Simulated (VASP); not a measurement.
A run of VASP 6.6.1 is set up as follows.

File INCAR:

```
SYSTEM = Mo3PbAu
  ALGO = Normal
  EDIFF = 1E-7
  EDIFFG = -0.04
  ENCUT = 600
  GGA = PE
  IBRION = 2
  ISIF = 3
  ISMEAR = 0
  LASPH = .True.
  LCHARG = .False.
  LREAL = .False.
  LWAVE = .False.
  NELM = 60
  NSW = 90
  PREC = Accurate
  SIGMA = 0.1
```

KPOINTS

```
k-points
0
Gamma
  4 4 4
  0 0 0
```

File POSCAR:

```
Mo3PbAu
1.0
    4.4576601707      0.0000000000      0.0000000000
    0.0000000000      4.4576601707      0.0000000000
    0.0000000000      0.0000000000      4.4576601707
Mo Pb Au
3 1 1
Direct
    0.0000000000      0.5000000000      0.5000000000
    0.5000000000      0.0000000000      0.5000000000
    0.5000000000      0.5000000000      0.0000000000
    0.0000000000      0.0000000000      0.0000000000
    0.5000000000      0.5000000000      0.5000000000
```

Potentials or basis: VASP PAW PBE potentials, release 64 (Mo_sv, Pb_d, Au).

The run is started by

```bash
$ cat potpaw_PBE.64/Mo_sv/POTCAR potpaw_PBE.64/Pb_d/POTCAR potpaw_PBE.64/Au/POTCAR > POTCAR
$ mpirun -np 1 vasp_std > vasp.out
```

Problem. Estimate the relaxed cell.

Solution. a = 4.888 Å, b = 4.888 Å, c = 4.888 Å, α = 90.00°, β = 90.00°, γ = 90.00°.

Problem. What does it give for the band gap on the k mesh?

Solution. Zero (an odd number of electrons rules out a gap without spin polarisation).

Problem. Predict the space group after relaxing (to 0.1 Å).

Solution. Pm-3m (No. 221).

Problem. Estimate the relaxed volume.

Solution. 23.35 Å³/atom.

Final structure:
```xyz
5
Lattice="4.8878 0.0000 0.0000 0.0000 4.8878 0.0000 0.0000 0.0000 4.8878" Properties=species:S:1:pos:R:3 pbc="T T T"
Mo    0.0000    2.4439    2.4439
Mo    2.4439    0.0000    2.4439
Mo    2.4439    2.4439    0.0000
Pb    0.0000    0.0000    0.0000
Au    2.4439    2.4439    2.4439
```

Caveat: the volume moved by over 15 % at a fixed basis, so the end points are rough; spin-orbit coupling is left out, which moves the levels of the heavy elements.
